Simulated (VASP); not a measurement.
# Ge (Fd-3m) in VASP: notebook

Ge is run at these levels: PBE; tasks: single point, relaxation of cell and atoms.

Program: VASP 6.6.1. These are calculated values, not measurements. Logs are shortened: lines on timing, memory, paths and dates and some standing lists are left out, and cuts for length are marked.

## (1) The cell of the first run

It takes space group Fd-3m (No. 227, cubic). Conventional cell: a = 5.524 Å, b = 5.524 Å, c = 5.524 Å, α = 90.00°, β = 90.00°, γ = 90.00°. Ge (site symmetry -43m) has 4 Ge at 2.39 Å within 3.2 Å.

## (2) Single point, PBE

INCAR

```
SYSTEM = Ge
ALGO     = Normal         ! electronic algorithm
EDIFF    = 1E-7           ! SCF threshold, eV
ENCUT    = 520            ! plane-wave cutoff, eV
GGA      = PE             ! functional
ISIF     = 2              ! what is computed and relaxed
ISMEAR   = 0              ! smearing method
LASPH    = .TRUE.         ! aspherical terms in the spheres
LCHARG   = .FALSE.        ! write CHGCAR
LREAL    = .FALSE.        ! projectors in reciprocal space
LWAVE    = .FALSE.        ! write WAVECAR
NBANDS   = 21             ! bands
NELM     = 80             ! most SCF steps
PREC     = Accurate       ! precision mode
SIGMA    = 0.01           ! smearing width, eV
```

KPOINTS

```
k-points
0
G
  6 6 6
  0 0 0
```

POSCAR

```
Ge
1.0
    3.9057878000      0.0000000000      0.0000000000
    1.9528939000      3.3825114566      0.0000000000
    1.9528939000      1.1275038189      3.1890623845
Ge
2
Direct
    0.0000000000      0.0000000000      0.0000000000
    0.2500000000      0.2500000000      0.2500000000
```

Potentials or basis: VASP PAW PBE potentials, release 64 (Ge_d).

Started as:

```bash
cat potpaw_PBE.64/Ge_d/POTCAR > POTCAR
mpirun -np 1 vasp_std > vasp.out
```

OUTCAR:

```text
SYSTEM = Ge
   EDIFF = 1E-7
   ENCUT = 520
   GGA = PE
   ISIF = 2
   ISMEAR = 0
   LASPH = .TRUE.
   LREAL = .FALSE.
   NELM = 80
   PREC = Accurate

 ion  position               nearest neighbor table
   1  0.000  0.000  0.000-   2 2.39   2 2.39   2 2.39   2 2.39
   2  0.250  0.250  0.250-   1 2.39   1 2.39   1 2.39   1 2.39

  LATTYP: Found a face centered cubic cell.
 ALAT       =     5.5236180785

  Lattice vectors:

 A1 = (   3.9057878000,   0.0000000000,   0.0000000000)
 A2 = (   1.9528939000,   3.3825114566,   0.0000000000)
 A3 = (   1.9528939000,   1.1275038189,   3.1890623845)

Analysis of symmetry for initial positions (statically):
=====================================================================
 Subroutine PRICEL returns:
 Original cell was already a primitive cell.

 Routine SETGRP: Setting up the symmetry group for a
 face centered cubic supercell.

 Subroutine GETGRP returns: Found 48 space group operations
 (whereof 24 operations were pure point group operations)
 out of a pool of 48 trial point group operations.

The static configuration has the point symmetry T_d .
 The point group associated with its full space group is O_h .

Analysis of symmetry for dynamics (positions and initial velocities):
=====================================================================
 Subroutine PRICEL returns:
 Original cell was already a primitive cell.

 Routine SETGRP: Setting up the symmetry group for a
 face centered cubic supercell.

 Subroutine GETGRP returns: Found 48 space group operations
 (whereof 24 operations were pure point group operations)
 out of a pool of 48 trial point group operations.

The dynamic configuration has the point symmetry T_d .
 The point group associated with its full space group is O_h .

 Subroutine INISYM returns: Found 48 space group operations
 (whereof 24 operations are pure point group operations),
 and found     1 'primitive' translations

----------------------------------------------------------------------------------------

                                     Primitive cell

  volume of cell :      42.1319

  direct lattice vectors                    reciprocal lattice vectors
     3.905787800  0.000000000  0.000000000     0.256030294 -0.147819159 -0.104523930
     1.952893900  3.382511457  0.000000000     0.000000000  0.295638319 -0.104523930
     1.952893900  1.127503819  3.189062385     0.000000000  0.000000000  0.313571790

  length of vectors
[... 71 lines left out ...]
   ENCUT  =  520.0 eV  38.22 Ry    6.18 a.u.   7.26  7.26  7.26*2*pi/ulx,y,z
   NELM   =     80;   NELMIN=  2; NELMDL= -5     # of ELM steps
   EDIFF  = 0.1E-06   stopping-criterion for ELM
   LREAL  =      F    real-space projection
   EDIFFG = 0.1E-05   stopping-criterion for IOM
   NSW    =      0    number of steps for IOM
   IBRION =     -1    ionic relax: 0-MD 1-quasi-New 2-CG
   NFREE  =      0    steps in history (QN), initial steepest desc. (CG)
   ISIF   =      2    stress and relaxation
   ISYM   =      2    0-nonsym 1-usesym 2-fastsym
   POTIM  = 0.5000    time-step for ionic-motion
   TEBEG  =    0.0;   TEEND  =   0.0 temperature during run
   PSTRESS=    0.0 pullay stress
   NELECT =      28.0000    total number of electrons
   NUPDOWN=      -1.0000    fix difference up-down
   EMIN   =  10.00;   EMAX   =-10.00  energy-range for DOS
   EFERMI =   0.00;   METHOD = LEGACY
   ISMEAR =     0;   SIGMA  =   0.01  broadening in eV -4-tet -1-fermi 0-gaus
   EFERMI_NEDOS =   21; number of points for ismear=-14 and -15
   IALGO  =     38    algorithm
   IMIX   =      4    mixing-type and parameters
     AMIX     =   0.40;   BMIX     =  1.00
     AMIX_MAG =   1.60;   BMIX_MAG =  1.00
  volume/ion in A,a.u.               =      21.07       142.16
  Fermi-wavevector in a.u.,A,eV,Ry     =   1.428643  2.699745 27.769793  2.041022
  Thomas-Fermi vector in A             =   2.548683
   LORBIT       =      0    0 simple, 1 ext, 2 COOP (PROOUT), +10 PAW based schemes
   GGA     = PE    functional components
   LHFCALC =     F    Hartree Fock is set to
   AEXX    =    0.0000 exact exchange contribution
   IVDW    =     0    specifies the selected vdW correction
   LEPSILON=     F    determine dielectric tensor
   LRPA    =     F    only Hartree local field effects (RPA)
 non-spin polarized calculation
 Gauss-broadening in eV      SIGMA  =   0.01
  energy-cutoff  :      520.00
  volume of cell :       42.13
 maximum number of plane-waves:      1158
 NGX is ok and might be reduce to    30
   NGX = 15   NGY = 15   NGZ = 15

 number of electron      27.9999978 magnetization

 Free energy of the ion-electron system (eV)
  ---------------------------------------------------
  ext. energy  EPLUGINS =         0.00000000
  ---------------------------------------------------
  free energy    TOTEN  =        -8.83679105 eV

  energy without entropy =       -8.83679105  energy(sigma->0) =       -8.83679105

 E-fermi :   5.8095     XC(G=0): -10.2646

 val. band max:        5.7328141205   @ k =   0.0000   0.0000   0.0000
 cond. band min:       6.1465616308   @ k =   0.5000  -0.0000   0.0000
 fundamental gap:      0.4137475103
 Fermi energy:         5.8095314719

 k-point     1 :       0.0000    0.0000    0.0000
  band No.  band energies     occupation
      1     -19.1990      2.00000
      2     -19.1990      2.00000
      3     -19.1990      2.00000
      4     -19.1571      2.00000
      5     -19.1571      2.00000
      6     -18.9042      2.00000
[... 373 lines left out ...]
     20      17.3539      0.00000
     21      19.2038      0.00000

------------------------ aborting loop because EDIFF is reached ----------------------------------------

  FORCE on cell =-STRESS in cart. coord.  units (eV):
  Direction    XX          YY          ZZ          XY          YZ          ZX
  --------------------------------------------------------------------------------------
  -------------------------------------------------------------------------------------
  Total        2.6151663      2.6151663      2.6151663     -0.0000000      0.0000000      0.0000000
  in kB       99.4486669     99.4486669     99.4486668     -0.0000000      0.0000000      0.0000000
  external PRESSURE =      99.4486669 kB  Pullay stress =       0.0000000 kB

 VOLUME and BASIS-vectors are now :
 -----------------------------------------------------------------------------
  energy-cutoff  :      520.00
  volume of cell :       42.13
      direct lattice vectors                 reciprocal lattice vectors
     3.905787800  0.000000000  0.000000000     0.256030294 -0.147819159 -0.104523930
     1.952893900  3.382511457  0.000000000     0.000000000  0.295638319 -0.104523930
     1.952893900  1.127503819  3.189062385     0.000000000  0.000000000  0.313571790

 POSITION                                       TOTAL-FORCE (eV/Angst)
 -----------------------------------------------------------------------------------
      0.00000      0.00000      0.00000        -0.000000     -0.000000     -0.000000
      1.95289      1.12750      0.79727         0.000000      0.000000      0.000000
 -----------------------------------------------------------------------------------
    total drift:                                0.000000      0.000000      0.000000

  FREE ENERGIE OF THE ION-ELECTRON SYSTEM (eV)
  ---------------------------------------------------
  free  energy   TOTEN  =        -8.8367910524 eV

  energy  without entropy=       -8.8367910524  energy(sigma->0) =       -8.83679105
```

stdout:

```text
POSCAR found type information on POSCAR Ge
 POSCAR found :  1 types and       2 ions
 scaLAPACK will be used
 LDA part: xc-table for (Slater+PW92), standard interpolation
 POSCAR, INCAR and KPOINTS ok, starting setup
 FFT: planning ... GRIDC
 FFT: planning ... GRID_SOFT
 FFT: planning ... GRID
 WAVECAR not read
 entering main loop
```

It took 22 s on 1 thread of AMD EPYC 7R13, shared host; peak memory 0.13 GiB.

Results:

```yaml
Free_energy: -8.8368 eV
Pressure: 9.9 GPa
Band_gap_on_the_k_mesh: 0.41 eV, indirect (least direct gap 0.71 eV)
```

A k mesh can miss the band edges. A hybrid or GW would open this gap; PBE tends to underestimate it.

(Continued in part 2 of 2.)
